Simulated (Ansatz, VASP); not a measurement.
AlNi3: VASP beside Ansatz

```
Al Ni
1.0
     3.56668    0.00000    0.00000
     0.00000    3.56668    0.00000
     0.00000    0.00000    3.56668
Al Ni
1 3
Direct
  0.00000 0.00000 0.00000
  0.00000 0.50000 0.50000
  0.50000 0.00000 0.50000
  0.50000 0.50000 0.00000
```

Alike in both runs: task relaxation of cell and atoms; functional PBE; dispersion D3(BJ); k mesh 12 × 12 × 12; occupations gaussian, width 0.1 eV; collinear spin.

|  | VASP | Ansatz |
| --- | --- | --- |
| version | VASP 6.6.1 | Ansatz 0.2.0 |
| potentials or method | VASP PAW PBE potentials, release 64 (Al, Ni), cutoff 600 eV | scalar-relativistic, plane waves, PAW |
| valence electrons in the cell | 33 | 57 |

Ansatz gave:

- gap on the k mesh at the Fermi level, each at its own relaxed structure (eV): none
- net moment per atom (μB): 0.18
- size of the moment on the site where the two differ most (μB): 0.27
- relaxed volume (Å³/atom): 10.94
- relaxed cell length with the largest relative difference (Å): 3.524

Task: Which values does VASP return?

Result: gap on the k mesh at the Fermi level, each at its own relaxed structure (eV): none; net moment per atom (μB): 0.17; size of the moment on the site where the two differ most (μB): 0.25; relaxed volume (Å³/atom): 10.94; relaxed cell length with the largest relative difference (Å): 3.524.

Site moments also hang on the region over which each program counts them. A gap of «none» marks a metal or a gap that the smearing closes. VASP's potentials hold 33 valence electrons a cell and Ansatz's 57, so a difference there can come from the potentials and not from the codes.
